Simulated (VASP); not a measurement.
# Mg (I4/mmm) in VASP: notebook

Mg is run at these levels: PBE; tasks: single point.

Program: VASP 6.6.1. These are calculated values, not measurements. Logs are shortened: lines on timing, memory, paths and dates and some standing lists are left out, and cuts for length are marked.

### Step 1. The cell of the first run

The structure is tetragonal, space group I4/mmm (No. 139). Conventional cell: a = 3.779 Å, b = 3.779 Å, c = 3.303 Å, α = 90.00°, β = 90.00°, γ = 90.00°. Within 4.1 Å of Mg (site symmetry 4/mmm) lie 14 Mg at 3.14 to 3.78 Å.

### Step 2. Single point, PBE (23.59 Å³/atom)

Input file INCAR:

```
SYSTEM = Mg
  PREC = Accurate
  ENCUT = 520
  EDIFF = 1E-6
  ISMEAR = 0
  SIGMA = 0.15
  LREAL = .False.
  LASPH = .True.
  NELM = 100
  ALGO = Normal
  ISIF = 2
  LWAVE = .False.
  LCHARG = .False.
  GGA = PE
  NBANDS = 7
```

Input file KPOINTS:

```
regular mesh
0
Gamma
  20 20 20
  0 0 0
```

Input file POSCAR:

```
Mg
1.0
   -1.8895692215      1.8895692215      1.6516724566
    1.8895692215     -1.8895692215      1.6516724566
    1.8895692215      1.8895692215     -1.6516724566
Mg
1
Direct
    0.0000000000      0.0000000000      0.0000000000
```

Potentials or basis: VASP PAW PBE potentials, release 64 (Mg).

The run is started by

```sh
$ cat potpaw_PBE.64/Mg/POTCAR > POTCAR
$ mpirun -np 1 vasp_std > vasp.out
```

OUTCAR:

```text
SYSTEM = Mg
   PREC = Accurate
   ENCUT = 520
   EDIFF = 1E-6
   ISMEAR = 0
   LREAL = .False.
   LASPH = .True.
   NELM = 100
   ISIF = 2
   GGA = PE

 ion  position               nearest neighbor table
   1  0.000  0.000  0.000-

  LATTYP: Found a body centered tetragonal cell.
 ALAT       =     3.7791384430
 C/A-ratio  =     0.8741000000

  Lattice vectors:

 A1 = (  -1.8895692215,   1.8895692215,   1.6516724566)
 A2 = (   1.8895692215,  -1.8895692215,   1.6516724566)
 A3 = (   1.8895692215,   1.8895692215,  -1.6516724566)

Analysis of symmetry for initial positions (statically):
=====================================================================
 Subroutine PRICEL returns:
 Original cell was already a primitive cell.

 Routine SETGRP: Setting up the symmetry group for a
 body centered tetragonal supercell.

 Subroutine GETGRP returns: Found 16 space group operations
 (whereof 16 operations were pure point group operations)
 out of a pool of 16 trial point group operations.

The static configuration has the point symmetry D_4h.

Analysis of symmetry for dynamics (positions and initial velocities):
=====================================================================
 Subroutine PRICEL returns:
 Original cell was already a primitive cell.

 Routine SETGRP: Setting up the symmetry group for a
 body centered tetragonal supercell.

 Subroutine GETGRP returns: Found 16 space group operations
 (whereof 16 operations were pure point group operations)
 out of a pool of 16 trial point group operations.

The dynamic configuration has the point symmetry D_4h.

 Subroutine INISYM returns: Found 16 space group operations
 (whereof 16 operations are pure point group operations),
 and found     1 'primitive' translations

----------------------------------------------------------------------------------------

                                     Primitive cell

  volume of cell :      23.5890

  direct lattice vectors                    reciprocal lattice vectors
    -1.889569221  1.889569221  1.651672457     0.000000000  0.264610576  0.302723459
     1.889569221 -1.889569221  1.651672457     0.264610576  0.000000000  0.302723459
     1.889569221  1.889569221 -1.651672457     0.264610576  0.264610576  0.000000000

  length of vectors
     3.141490982  3.141490982  3.141490982     0.402069956  0.402069956  0.374215865

  position of ions in fractional coordinates (direct lattice)
[... 77 lines left out ...]
   EDIFF  = 0.1E-05   stopping-criterion for ELM
   LREAL  =      F    real-space projection
   EDIFFG = 0.1E-04   stopping-criterion for IOM
   NSW    =      0    number of steps for IOM
   IBRION =     -1    ionic relax: 0-MD 1-quasi-New 2-CG
   NFREE  =      0    steps in history (QN), initial steepest desc. (CG)
   ISIF   =      2    stress and relaxation
   ISYM   =      2    0-nonsym 1-usesym 2-fastsym
   POTIM  = 0.5000    time-step for ionic-motion
   TEBEG  =    0.0;   TEEND  =   0.0 temperature during run
   PSTRESS=    0.0 pullay stress
   NELECT =       2.0000    total number of electrons
   NUPDOWN=      -1.0000    fix difference up-down
   EMIN   =  10.00;   EMAX   =-10.00  energy-range for DOS
   EFERMI =   0.00;   METHOD = LEGACY
   ISMEAR =     0;   SIGMA  =   0.15  broadening in eV -4-tet -1-fermi 0-gaus
   EFERMI_NEDOS =   21; number of points for ismear=-14 and -15
   IALGO  =     38    algorithm
   IMIX   =      4    mixing-type and parameters
     AMIX     =   0.40;   BMIX     =  1.00
     AMIX_MAG =   1.60;   BMIX_MAG =  1.00
  volume/ion in A,a.u.               =      23.59       159.19
  Fermi-wavevector in a.u.,A,eV,Ry     =   0.719198  1.359087  7.037551  0.517245
  Thomas-Fermi vector in A             =   1.808332
   LORBIT       =      0    0 simple, 1 ext, 2 COOP (PROOUT), +10 PAW based schemes
   GGA     = PE    functional components
   LHFCALC =     F    Hartree Fock is set to
   AEXX    =    0.0000 exact exchange contribution
   IVDW    =     0    specifies the selected vdW correction
   LEPSILON=     F    determine dielectric tensor
   LRPA    =     F    only Hartree local field effects (RPA)
 non-spin polarized calculation
 Gauss-broadening in eV      SIGMA  =   0.15
  energy-cutoff  :      520.00
  volume of cell :       23.59
 maximum number of plane-waves:       651
   NGX = 11   NGY = 11   NGZ = 11

 number of electron       2.0000000 magnetization

 Free energy of the ion-electron system (eV)
  ---------------------------------------------------
  ext. energy  EPLUGINS =         0.00000000
  ---------------------------------------------------
  free energy    TOTEN  =        -1.47631552 eV

  energy without entropy =       -1.47148798  energy(sigma->0) =       -1.47390175

 E-fermi :   2.4984     XC(G=0):  -8.4084

 val. band max:        2.4879341071   @ k =   0.4000   0.1000   0.0500
 cond. band min:       2.5014085384   @ k =  -0.2500  -0.4500   0.2500
 fundamental gap:      0.0134744313
 Fermi energy:         2.4983630154

 k-point     1 :       0.0000    0.0000    0.0000
  band No.  band energies     occupation
      1      -4.3207      2.00000
      2      13.6918      0.00000
      3      15.8321      0.00000
      4      15.8321      0.00000
      5      15.8836      0.00000
      6      16.4736      0.00000
      7      16.4736      0.00000
[... 221 lines left out ...]
 k-point    24 :      -0.3500    0.0500   -0.0000
  band No.  band energies     occupation
      1      -1.7876      2.00000
      2       6.4596      0.00000
      3       9.8937      0.00000
      4      12.0294      0.00000
      5      12.5273      0.00000
      6      15.0136      0.00000
      7      20.2092      0.00000

 [... further k-points ...]

------------------------ aborting loop because EDIFF is reached ----------------------------------------

  FORCE on cell =-STRESS in cart. coord.  units (eV):
  Direction    XX          YY          ZZ          XY          YZ          ZX
  --------------------------------------------------------------------------------------
  -------------------------------------------------------------------------------------
  Total       -0.1578698     -0.1578698     -0.0522300      0.0000000      0.0000000      0.0000000
  in kB      -10.7225968    -10.7225968     -3.5474892      0.0000000      0.0000000      0.0000000
  external PRESSURE =      -8.3308942 kB  Pullay stress =       0.0000000 kB

 VOLUME and BASIS-vectors are now :
 -----------------------------------------------------------------------------
  energy-cutoff  :      520.00
  volume of cell :       23.59
      direct lattice vectors                 reciprocal lattice vectors
    -1.889569221  1.889569221  1.651672457     0.000000000  0.264610576  0.302723459
     1.889569221 -1.889569221  1.651672457     0.264610576  0.000000000  0.302723459
     1.889569221  1.889569221 -1.651672457     0.264610576  0.264610576  0.000000000

 POSITION                                       TOTAL-FORCE (eV/Angst)
 -----------------------------------------------------------------------------------
      0.00000      0.00000      0.00000        -0.000000      0.000000     -0.000000
 -----------------------------------------------------------------------------------
    total drift:                               -0.000000      0.000000      0.000000

  FREE ENERGIE OF THE ION-ELECTRON SYSTEM (eV)
  ---------------------------------------------------
  free  energy   TOTEN  =        -1.4763155216 eV

  energy  without entropy=       -1.4714879848  energy(sigma->0) =       -1.47390175
```

OSZICAR:

```text
N       E                     dE             d eps       ncg     rms          rms(c)
DAV:   1    -0.808274338226E+00   -0.80827E+00   -0.77443E+02  9716   0.193E+02
DAV:   2    -0.148131301317E+01   -0.67304E+00   -0.63439E+00 11746   0.109E+01
DAV:   3    -0.148396219876E+01   -0.26492E-02   -0.26475E-02 11753   0.782E-01
DAV:   4    -0.148396719436E+01   -0.49956E-05   -0.49953E-05 12502   0.252E-02
DAV:   5    -0.148396720912E+01   -0.14762E-07   -0.15221E-07 11627   0.995E-04    0.675E-01
DAV:   6    -0.148043517951E+01    0.35320E-02   -0.36995E-04  9870   0.131E-01    0.433E-01
DAV:   7    -0.147630779463E+01    0.41274E-02   -0.16014E-03  9464   0.232E-01    0.253E-02
DAV:   8    -0.147631602234E+01   -0.82277E-05   -0.10251E-05 13293   0.189E-02    0.564E-03
DAV:   9    -0.147631552158E+01    0.50076E-06   -0.68794E-07 10220   0.349E-03
   1 F= -.14763155E+01 E0= -.14739018E+01  d E =-.482754E-02
```

Run time: 44 s. Hardware: 1 thread of AMD EPYC 7R13, shared host; peak memory 0.2 GiB.

Results:

- Free energy: -1.4763 eV
- Pressure: -0.8 GPa
- Band gap on the k mesh: zero (bands 1 and 2 overlap by 4.46 eV)

### Step 3. Single point, PBE (23.59 Å³/atom)

Input file INCAR:

```
SYSTEM = Mg
ALGO = Normal
EDIFF = 1E-6
ENCUT = 520
GGA = PE
ISIF = 2
ISMEAR = 0
LASPH = .TRUE.
LCHARG = .FALSE.
LREAL = .FALSE.
LWAVE = .FALSE.
NBANDS = 7
NELM = 80
PREC = Accurate
SIGMA = 0.15
```

Input file KPOINTS:

```
k-points
0
G
  20 20 20
  0 0 0
```

Input file POSCAR:

```
Mg
1.0
   -1.9281286770      1.9281286770      1.5862714625
    1.9281286770     -1.9281286770      1.5862714625
    1.9281286770      1.9281286770     -1.5862714625
Mg
1
Direct
    0.0000000000      0.0000000000      0.0000000000
```

Potentials or basis: VASP PAW PBE potentials, release 64 (Mg).

The run is started by

```sh
$ cat potpaw_PBE.64/Mg/POTCAR > POTCAR
$ mpirun -np 1 vasp_std > vasp.out
```

Run time: 41 s. Hardware: 1 thread of AMD EPYC 7R13, shared host; peak memory 0.2 GiB.

It converged, with:

```
Free energy            : -1.4692 eV
Pressure               : -0.5 GPa
Band gap on the k mesh : zero (bands 1 and 2 overlap by 4.34 eV)
```

Stress tensor (GPa, compression positive):
```
-1.20  0.00  0.00
 0.00 -1.20  0.00
 0.00  0.00  0.86
```

Levels at points of the mesh, in eV from the Fermi level:
```tsv
k point	band 1	band 2	band 3	band 4	band 5	band 6
(0.00, 0.00, 0.00)	-6.81	10.52	12.54	12.54	12.77	14.67
(0.50, 0.00, 0.00)	-1.06	-0.30	7.64	8.36	9.00	10.83
(0.50, 0.50, 0.00)	-1.92	-1.78	11.26	11.75	12.25	12.91
(0.50, 0.50, 0.50)	2.43	2.43	3.18	3.60	7.22	8.90
```

### Step 4. Single point, PBE (23.59 Å³/atom)

Input file INCAR:

```
SYSTEM = Mg
ALGO     = Normal         ! electronic algorithm
EDIFF    = 1E-6           ! SCF threshold, eV
ENCUT    = 520            ! plane-wave cutoff, eV
GGA      = PE             ! functional
ISIF     = 2              ! what is computed and relaxed
ISMEAR   = 0              ! smearing method
LASPH    = .True.         ! aspherical terms in the spheres
LCHARG   = .True.         ! write CHGCAR
LELF     = .True.         ! ELF
LREAL    = .False.        ! projectors in reciprocal space
LVHAR    = .True.       
LWAVE    = .False.        ! write WAVECAR
NBANDS   = 7              ! bands
NELM     = 80             ! most SCF steps
PREC     = Accurate       ! precision mode
SIGMA    = 0.15           ! smearing width, eV
```

Input file KPOINTS:

```
k-points
0
Gamma
  20 20 20
  0 0 0
```

Input file POSCAR:

```
Mg
1.0
   -1.8517209326      1.8517209326      1.7198812702
    1.8517209326     -1.8517209326      1.7198812702
    1.8517209326      1.8517209326     -1.7198812702
Mg
1
Direct
    0.0000000000      0.0000000000      0.0000000000
```

The run is started by

```sh
$ cat potpaw_PBE.64/Mg/POTCAR > POTCAR
$ mpirun -np 1 vasp_std > vasp.out
```

Run time: 50 s. Hardware: 1 thread of AMD EPYC 7R13, shared host; peak memory 0.2 GiB.

The run converged. Its results:

```yaml
Free_energy: -1.4786 eV
Pressure: -1.0 GPa
Band_gap_on_the_k_mesh: zero (bands 1 and 2 overlap by 4.49 eV)
```

Levels at points of the mesh, in eV from the Fermi level:
```
           k point  band 1  band 2  band 3  band 4  band 5
(0.00, 0.00, 0.00)   -6.85   11.89   13.37   13.37   14.00
(0.50, 0.00, 0.00)   -1.35   -0.75    8.12    8.74    9.56
(0.50, 0.50, 0.00)   -1.67   -1.28    9.42    9.96   10.98
(0.50, 0.50, 0.50)    3.21    3.21    3.64    4.11    4.94
```

### Step 5. Single point, PBE (24.20 Å³/atom)

This run uses another cell than the first one, of 24.20 Å³/atom.

Input file INCAR:

```
SYSTEM = Mg
ALGO = Normal
EDIFF = 1E-6
ENCUT = 520
GGA = PE
ISIF = 2
ISMEAR = 0
LASPH = .True.
LCHARG = .True.
LELF = .True.
LREAL = .False.
LVHAR = .True.
LWAVE = .False.
NBANDS = 7
NELM = 60
PREC = Accurate
SIGMA = 0.15
```

KPOINTS is that of step 4.

Input file POSCAR:

```
Mg
1.0
   -1.9057973337      1.9057973337      1.6658574494
    1.9057973337     -1.9057973337      1.6658574494
    1.9057973337      1.9057973337     -1.6658574494
Mg
1
Direct
    0.0000000000      0.0000000000      0.0000000000
```

Potentials or basis: VASP PAW PBE potentials, release 64 (Mg).

The run is started by

```sh
$ cat potpaw_PBE.64/Mg/POTCAR > POTCAR
$ mpirun -np 1 vasp_std > vasp.out
```

OUTCAR:

```text
SYSTEM = Mg
   EDIFF = 1E-6
   ENCUT = 520
   GGA = PE
   ISIF = 2
   ISMEAR = 0
   LASPH = .True.
   LREAL = .False.
   NELM = 60
   PREC = Accurate

 ion  position               nearest neighbor table
   1  0.000  0.000  0.000-

  LATTYP: Found a body centered tetragonal cell.
 ALAT       =     3.8115946674
 C/A-ratio  =     0.8741000000

  Lattice vectors:

 A1 = (  -1.9057973337,   1.9057973337,   1.6658574494)
 A2 = (   1.9057973337,  -1.9057973337,   1.6658574494)
 A3 = (   1.9057973337,   1.9057973337,  -1.6658574494)

Analysis of symmetry for initial positions (statically):
=====================================================================
 Subroutine PRICEL returns:
 Original cell was already a primitive cell.

 Routine SETGRP: Setting up the symmetry group for a
 body centered tetragonal supercell.

 Subroutine GETGRP returns: Found 16 space group operations
 (whereof 16 operations were pure point group operations)
 out of a pool of 16 trial point group operations.

The static configuration has the point symmetry D_4h.
[... 158 lines left out ...]

 E-fermi :   2.3683     XC(G=0):  -8.3302

 val. band max:        2.3498748815   @ k =   0.5000   0.5000   0.3000
 cond. band min:       2.3742602493   @ k =  -0.4500   0.4000   0.0000
 fundamental gap:      0.0243853677
 Fermi energy:         2.3683382286

 k-point     1 :       0.0000    0.0000    0.0000
  band No.  band energies     occupation
      1      -4.3422      2.00000
      2      13.4216      0.00000
      3      15.4414      0.00000
      4      15.4414      0.00000
      5      15.5789      0.00000
      6      16.1547      0.00000
      7      16.1548      0.00000
[... 221 lines left out ...]
 k-point    24 :      -0.3500    0.0500    0.0000
  band No.  band energies     occupation
      1      -1.8508      2.00000
      2       6.2699      0.00000
      3       9.6536      0.00000
      4      11.7291      0.00000
      5      12.2362      0.00000
      6      14.6560      0.00000
      7      19.7905      0.00000

 [... further k-points ...]

------------------------ aborting loop because EDIFF is reached ----------------------------------------

  FORCE on cell =-STRESS in cart. coord.  units (eV):
  Direction    XX          YY          ZZ          XY          YZ          ZX
  --------------------------------------------------------------------------------------
  -------------------------------------------------------------------------------------
  Total       -0.2710267     -0.2710267     -0.1874401      0.0000000     -0.0000000      0.0000000
  in kB      -17.9420228    -17.9420228    -12.4085703      0.0000000     -0.0000000      0.0000000
  external PRESSURE =     -16.0975386 kB  Pullay stress =       0.0000000 kB

 VOLUME and BASIS-vectors are now :
 -----------------------------------------------------------------------------
  energy-cutoff  :      520.00
  volume of cell :       24.20
      direct lattice vectors                 reciprocal lattice vectors
    -1.905797334  1.905797334  1.665857449     0.000000000  0.262357382  0.300145730
     1.905797334 -1.905797334  1.665857449     0.262357382  0.000000000  0.300145730
     1.905797334  1.905797334 -1.665857449     0.262357382  0.262357382  0.000000000

 POSITION                                       TOTAL-FORCE (eV/Angst)
 -----------------------------------------------------------------------------------
      0.00000      0.00000      0.00000         0.000000     -0.000000      0.000000
 -----------------------------------------------------------------------------------
    total drift:                               -0.000000     -0.000000     -0.000000

  FREE ENERGIE OF THE ION-ELECTRON SYSTEM (eV)
  ---------------------------------------------------
  free  energy   TOTEN  =        -1.4716112090 eV

  energy  without entropy=       -1.4667576148  energy(sigma->0) =       -1.46918441
```

It took 49 s on 1 thread of AMD EPYC 7R13, shared host; peak memory 0.2 GiB.

Results:

```
Free energy            : -1.4716 eV
Pressure               : -1.6 GPa
Band gap on the k mesh : zero (bands 1 and 2 overlap by 4.41 eV)
```

Stress tensor (GPa, compression positive):
```
-1.79  0.00  0.00
 0.00 -1.79  0.00
 0.00  0.00 -1.24
```

(Part 1 of 2 ends here.)

The gap in the log of VASP goes by the Fermi energy; the results here count the filled bands.